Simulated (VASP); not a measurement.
Write the native input for VASP 6.6.1 that does the following.

```
Task                   : relaxation of shape and atoms at fixed volume
Functional             : PBE
Potentials or basis    : VASP PAW PBE potentials, release 64 (Na_pv)
Cutoff                 : 600 eV
k mesh                 : 12 × 12 × 6
Occupations            : fermi-dirac, width 0.05 eV
Spin                   : no spin polarisation
Dipole correction      : no
Further INCAR settings : ALGO = Normal; EDIFF = 1e-06; IBRION = 2; EDIFFG = -0.005; NSW = 50; ISIF = 4
```

The structure of Na lies in POSCAR:

```
Na
1.0
    3.6084632387      0.0000000000      0.0000000000
   -1.8042316193      3.1250208333      0.0000000000
    0.0000000000      0.0000000000      5.9187274554
Na
2
Direct
    0.3333333333      0.6666666667      0.2500000000
    0.6666666667      0.3333333333      0.7500000000
```

One way to write it, as run:

INCAR

```
SYSTEM = Na
PREC     = Accurate       ! precision mode
ENCUT    = 600            ! plane-wave cutoff, eV
EDIFF    = 1E-6           ! SCF threshold, eV
ISMEAR   = -1             ! smearing method
SIGMA    = 0.05           ! smearing width, eV
LREAL    = .False.        ! projectors in reciprocal space
LASPH    = .True.         ! aspherical terms in the spheres
NELM     = 80             ! most SCF steps
ALGO     = Normal         ! electronic algorithm
ISIF     = 4              ! what is computed and relaxed
LWAVE    = .False.        ! write WAVECAR
LCHARG   = .False.        ! write CHGCAR
GGA      = PE             ! functional
IBRION   = 2              ! ionic algorithm
NSW      = 50             ! ionic steps
EDIFFG   = -0.005         ! ionic threshold
```

KPOINTS

```
regular mesh
0
Gamma
  12 12 6
  0 0 0
```

Potentials or basis: VASP PAW PBE potentials, release 64 (Na_pv).

Launch:

```bash
$ cat potpaw_PBE.64/Na_pv/POTCAR > POTCAR
$ mpirun -np 1 vasp_std > vasp.out
```

Results of the run:

```json
{
 "Pressure after relaxing": "0.9 GPa",
 "Band gap on the k mesh": "zero (band 7 reaches 2.86 eV, above the bottom of band 8 at -1.76 eV)"
}
```

Caveat: the relaxation stopped at its first step, so nothing moved.

Wall time 43 s on 1 thread of Intel(R) Xeon(R) Platinum 8488C (Sapphire Rapids), on a shared host, peak memory 0.21 GiB.
